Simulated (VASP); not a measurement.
# Si10H5Cl in VASP: notebook, part 4 of 4

VASP 6.6.1.

## Step 6: Single point, PBEsol

INCAR reads:

```
SYSTEM = Si10H5Cl
PREC = Accurate ; ENCUT = 520
EDIFF = 1E-6 ; ISMEAR = -1
SIGMA = 0.02 ; LREAL = Auto
LASPH = .True. ; NELM = 60
ALGO = Normal ; ISIF = 2
LWAVE = .False. ; LCHARG = .False.
GGA = PS ; NBANDS = 74
```

KPOINTS reads:

```
Automatic mesh
0
Gamma
  2 2 1
  0 0 0
```

POSCAR reads:

```
Si10H5Cl
1.0
    7.6791800000      0.0000000000      0.0000000000
    0.0000000000      7.6791800000      0.0000000000
    0.0000000000      0.0000000000     20.2543620000
H Si Cl
10 20 2
Direct
    0.4093920184      0.0000000000      0.0493720809
    0.0906079816      0.0000000000      0.0493720809
    0.9093920184      0.0000000000      0.0493720809
    0.5906079816      0.0000000000      0.0493720809
    0.4093920184      0.5000000000      0.0493720809
    0.0906079816      0.5000000000      0.0493720809
    0.9093920184      0.5000000000      0.0493720809
    0.5906079816      0.5000000000      0.0493720809
    0.2499786436      0.4720410252      0.4222043133
    0.7499794249      0.4719522136      0.4222190262
    0.2500000000      0.0000000000      0.0921036170
    0.7500000000      0.0000000000      0.0921036170
    0.2500000000      0.5000000000      0.0921036170
    0.7500000000      0.5000000000      0.0921036170
    0.2499917960      0.2500850351      0.1555605158
    0.7499581987      0.2500645902      0.1555529125
    0.2499976560      0.7499598916      0.1610401256
    0.7499882800      0.7499528596      0.1610376076
   -0.0000347693      0.2517038278      0.2200301347
    0.4999869778      0.2516674957      0.2200482543
   -0.0000104178      0.7497891702      0.2299842375
    0.4999986978      0.7497753666      0.2299924826
    0.0000166684      0.0119107769      0.2916503122
    0.5000059902      0.0118877276      0.2916655188
   -0.0000143244      0.4889971325      0.2926182024
    0.5000117200      0.4889744738      0.2926175112
    0.2500161476      0.0950528572      0.3507077142
    0.7500169289      0.0950238176      0.3507083067
    0.2499985676      0.4087647379      0.3519870436
    0.7499979164      0.4087220250      0.3519968193
    0.2499946609     -0.0019877122      0.4464846140
    0.7499593707     -0.0019651838      0.4464961177
```

Potentials or basis: VASP PAW PBE potentials, release 64 (H, Si, Cl).

Started as:

```sh
$ cat potpaw_PBE.64/H/POTCAR potpaw_PBE.64/Si/POTCAR potpaw_PBE.64/Cl/POTCAR > POTCAR
$ mpirun -np 1 vasp_std > vasp.out
```

OUTCAR:

```text
SYSTEM = Si10H5Cl
   PREC = Accurate
   ENCUT = 520
   EDIFF = 1E-6
   ISMEAR = -1
   LREAL = Auto
   LASPH = .True.
   NELM = 60
   ISIF = 2
   GGA = PS

 ion  position               nearest neighbor table
   1  0.409  0.000  0.049-  11 1.50
   2  0.091  0.000  0.049-  11 1.50
   3  0.909  0.000  0.049-  12 1.50
   4  0.591  0.000  0.049-  12 1.50
   5  0.409  0.500  0.049-  13 1.50
   6  0.091  0.500  0.049-  13 1.50
   7  0.909  0.500  0.049-  14 1.50
   8  0.591  0.500  0.049-  14 1.50
   9  0.250  0.472  0.422-  29 1.50
  10  0.750  0.472  0.422-  30 1.50
  11  0.250  0.000  0.092-   1 1.50   2 1.50  15 2.31  17 2.37
  12  0.750  0.000  0.092-   3 1.50   4 1.50  16 2.31  18 2.37
  13  0.250  0.500  0.092-   5 1.50   6 1.50  15 2.31  17 2.37
  14  0.750  0.500  0.092-   7 1.50   8 1.50  16 2.31  18 2.37
  15  0.250  0.250  0.156-  13 2.31  11 2.31  19 2.32  20 2.32
  16  0.750  0.250  0.156-  14 2.31  12 2.31  20 2.32  19 2.32
[... 12 lines left out ...]
  29  0.250  0.409  0.352-   9 1.50  26 2.35  25 2.35  27 2.41
  30  0.750  0.409  0.352-  10 1.50  26 2.35  25 2.35  28 2.41
  31  0.250  0.998  0.446-  27 2.08
  32  0.750  0.998  0.446-  28 2.08

  LATTYP: Found a simple tetragonal cell.
 ALAT       =     7.6791800000
 C/A-ratio  =     2.6375683341

  Lattice vectors:

 A1 = (   7.6791800000,   0.0000000000,   0.0000000000)
 A2 = (   0.0000000000,   7.6791800000,   0.0000000000)
 A3 = (   0.0000000000,   0.0000000000,  20.2543620000)

Analysis of symmetry for initial positions (statically):
=====================================================================
 Subroutine PRICEL returns:
 Original cell was already a primitive cell.

 Routine SETGRP: Setting up the symmetry group for a
 simple tetragonal supercell.

 Subroutine GETGRP returns: Found  1 space group operations
 (whereof  1 operations were pure point group operations)
 out of a pool of 16 trial point group operations.

The static configuration has the point symmetry C_1 .

Analysis of symmetry for dynamics (positions and initial velocities):
=====================================================================
 Subroutine PRICEL returns:
 Original cell was already a primitive cell.

 Routine SETGRP: Setting up the symmetry group for a
 simple tetragonal supercell.

 Subroutine GETGRP returns: Found  1 space group operations
 (whereof  1 operations were pure point group operations)
 out of a pool of 16 trial point group operations.

The dynamic configuration has the point symmetry C_1 .

 Subroutine INISYM returns: Found  1 space group operations
 (whereof  1 operations are pure point group operations),
 and found     1 'primitive' translations

----------------------------------------------------------------------------------------

                                     Primitive cell

  volume of cell :    1194.3958

  direct lattice vectors                    reciprocal lattice vectors
     7.679180000  0.000000000  0.000000000     0.130222237  0.000000000  0.000000000
     0.000000000  7.679180000  0.000000000     0.000000000  0.130222237  0.000000000
[... 96 lines left out ...]
 ===========================================

 Found      4 irreducible k-points:

 Following reciprocal coordinates:
            Coordinates               Weight
  0.000000  0.000000  0.000000      1.000000
  0.500000  0.000000  0.000000      1.000000
  0.000000  0.500000  0.000000      1.000000
  0.500000  0.500000  0.000000      1.000000
   k-points           NKPTS =      4   k-points in BZ     NKDIM =      4   number of bands    NBANDS=     74
   number of dos      NEDOS =    301   number of ions     NIONS =     32
   total plane-waves  NPLWV = 576000
   dimension x,y,z NGX =    60 NGY =   60 NGZ =  160
   dimension x,y,z NGXF=   120 NGYF=  120 NGZF=  320
   ions per type =              10  20   2
   NGX,Y,Z   is equivalent  to a cutoff of  12.99, 12.99, 13.13 a.u.
   NGXF,Y,Z  is equivalent  to a cutoff of  25.98, 25.98, 26.27 a.u.
 SYSTEM =  Si10H5Cl
   PREC   = accura    normal or accurate (medium, high low for compatibility)
   ISTART =      0    job   : 0-new  1-cont  2-samecut
   ICHARG =      2    charge: 1-file 2-atom 10-const
   ISPIN  =      1    spin polarized calculation?
   LNONCOLLINEAR =      F non collinear calculations
   LSORBIT =      F    spin-orbit coupling
   LASPH  =      T    aspherical Exc in radial PAW
   ENCUT  =  520.0 eV  38.22 Ry    6.18 a.u.  14.28 14.28 37.66*2*pi/ulx,y,z
   NELM   =     60;   NELMIN=  2; NELMDL= -5     # of ELM steps
   EDIFF  = 0.1E-05   stopping-criterion for ELM
   LREAL  =      T    real-space projection
   EDIFFG = 0.1E-04   stopping-criterion for IOM
   NSW    =      0    number of steps for IOM
   IBRION =     -1    ionic relax: 0-MD 1-quasi-New 2-CG
   NFREE  =      0    steps in history (QN), initial steepest desc. (CG)
   ISIF   =      2    stress and relaxation
   ISYM   =      2    0-nonsym 1-usesym 2-fastsym
   POTIM  = 0.5000    time-step for ionic-motion
   TEBEG  =    0.0;   TEEND  =   0.0 temperature during run
   PSTRESS=    0.0 pullay stress
   NELECT =     104.0000    total number of electrons
   NUPDOWN=      -1.0000    fix difference up-down
   EMIN   =  10.00;   EMAX   =-10.00  energy-range for DOS
   EFERMI =   0.00;   METHOD = LEGACY
   ISMEAR =    -1;   SIGMA  =   0.02  broadening in eV -4-tet -1-fermi 0-gaus
   EFERMI_NEDOS =   21; number of points for ismear=-14 and -15
   IALGO  =     38    algorithm
   IMIX   =      4    mixing-type and parameters
     AMIX     =   0.40;   BMIX     =  1.00
     AMIX_MAG =   1.60;   BMIX_MAG =  1.00
  volume/ion in A,a.u.               =      37.32       251.88
  Fermi-wavevector in a.u.,A,eV,Ry     =   0.725610  1.371204  7.163599  0.526510
  Thomas-Fermi vector in A             =   1.816375
   LORBIT       =      0    0 simple, 1 ext, 2 COOP (PROOUT), +10 PAW based schemes
   GGA     = PS    functional components
   LHFCALC =     F    Hartree Fock is set to
   AEXX    =    0.0000 exact exchange contribution
   IVDW    =     0    specifies the selected vdW correction
   LEPSILON=     F    determine dielectric tensor
   LRPA    =     F    only Hartree local field effects (RPA)
 non-spin polarized calculation
  energy-cutoff  :      520.00
  volume of cell :     1194.40
 maximum number of plane-waves:     32216
 NGX is ok and might be reduce to    60
   NGX = 29   NGY = 29   NGZ = 75

 number of electron     104.0000006 magnetization

 Free energy of the ion-electron system (eV)
  ---------------------------------------------------
  ext. energy  EPLUGINS =         0.00000000
  ---------------------------------------------------
  free energy    TOTEN  =      -150.86937924 eV

  energy without entropy =     -150.86937924  energy(sigma->0) =     -150.86937924

 E-fermi :  -0.8045     XC(G=0):  -4.4923

 val. band max:       -1.2738696616   @ k =   0.0000   0.5000   0.0000
 cond. band min:      -0.1192253886   @ k =   0.0000   0.0000   0.0000
 fundamental gap:      1.1546442729
 Fermi energy:        -0.8044626940

 k-point     1 :       0.0000    0.0000    0.0000
  band No.  band energies     occupation
      1     -16.7312      2.00000
      2     -16.6101      2.00000
      3     -12.4966      2.00000
      4     -11.3812      2.00000
      5     -10.6609      2.00000
      6     -10.5930      2.00000
[... 257 lines left out ...]
     63       2.5522      0.00000
     64       2.5524      0.00000
 [bands above 64 left out]

------------------------ aborting loop because EDIFF is reached ----------------------------------------

  FORCE on cell =-STRESS in cart. coord.  units (eV):
  Direction    XX          YY          ZZ          XY          YZ          ZX
  --------------------------------------------------------------------------------------
  -------------------------------------------------------------------------------------
  Total       14.3131302     -0.9421281      0.3170579     -0.0001188      0.0477749      0.0002962
  in kB       19.1998104     -1.2637824      0.4253054     -0.0001593      0.0640858      0.0003974
  external PRESSURE =       6.1204445 kB  Pullay stress =       0.0000000 kB

 VOLUME and BASIS-vectors are now :
 -----------------------------------------------------------------------------
  energy-cutoff  :      520.00
  volume of cell :     1194.40
      direct lattice vectors                 reciprocal lattice vectors
     7.679180000  0.000000000  0.000000000     0.130222237  0.000000000  0.000000000
     0.000000000  7.679180000  0.000000000     0.000000000  0.130222237  0.000000000
     0.000000000  0.000000000 20.254362000     0.000000000  0.000000000  0.049372081

 POSITION                                       TOTAL-FORCE (eV/Angst)
 -----------------------------------------------------------------------------------
      3.14379      0.00000      1.00000        -0.482855     -0.079346     -0.042666
      0.69580      0.00000      1.00000         0.482955     -0.079422     -0.042721
      6.98338      0.00000      1.00000        -0.482851     -0.079252     -0.042592
      4.53539      0.00000      1.00000         0.482958     -0.079479     -0.042882
      3.14379      3.83959      1.00000        -0.481280      0.081977     -0.046198
      0.69580      3.83959      1.00000         0.481351      0.081929     -0.046174
[... 24 lines left out ...]
      1.91975      7.66392      9.04326        -0.000175      0.010198     -0.018844
      5.75907      7.66409      9.04349         0.000442      0.010241     -0.019918
 -----------------------------------------------------------------------------------
    total drift:                               -0.000299     -0.002091     -0.042888

  FREE ENERGIE OF THE ION-ELECTRON SYSTEM (eV)
  ---------------------------------------------------
  free  energy   TOTEN  =      -150.8693792377 eV

  energy  without entropy=     -150.8693792377  energy(sigma->0) =     -150.86937924
```

It took 34 min on 1 thread of Oxide Virtual Turin-like, shared host; peak memory 1.1 GiB.

Results:

* Free energy: -150.8694 eV
* Largest force: 0.491 eV/Å
* Band gap on the k mesh: 1.15 eV

Forces in eV/Å, atoms in the order of the input:
```
H   -0.483 -0.079 -0.043
H    0.483 -0.079 -0.043
H   -0.483 -0.079 -0.043
H    0.483 -0.079 -0.043
H   -0.481  0.082 -0.046
H    0.481  0.082 -0.046
H   -0.481  0.082 -0.046
H    0.481  0.082 -0.046
H    0.000  0.003  0.012
H    0.000  0.004  0.012
Si   0.000 -0.259  0.085
Si   0.000 -0.261  0.083
Si   0.000  0.255  0.068
Si  -0.001  0.254  0.068
Si   0.000 -0.002 -0.003
Si   0.001  0.001 -0.002
Si   0.000  0.000 -0.004
Si   0.000  0.001 -0.004
Si   0.000 -0.004  0.001
Si   0.000 -0.003 -0.001
Si   0.000 -0.001  0.003
Si   0.000 -0.001  0.002
Si   0.000 -0.003  0.001
Si   0.001 -0.004  0.000
Si   0.000  0.009  0.001
Si   0.000  0.010  0.002
Si  -0.001 -0.016  0.032
Si   0.000 -0.017  0.033
Si   0.000  0.001  0.004
Si   0.000  0.001  0.003
Cl   0.000  0.010 -0.019
Cl   0.000  0.010 -0.020
```

Caveat: the PAW data sets were made with another functional, which shifts forces and pressure a little.
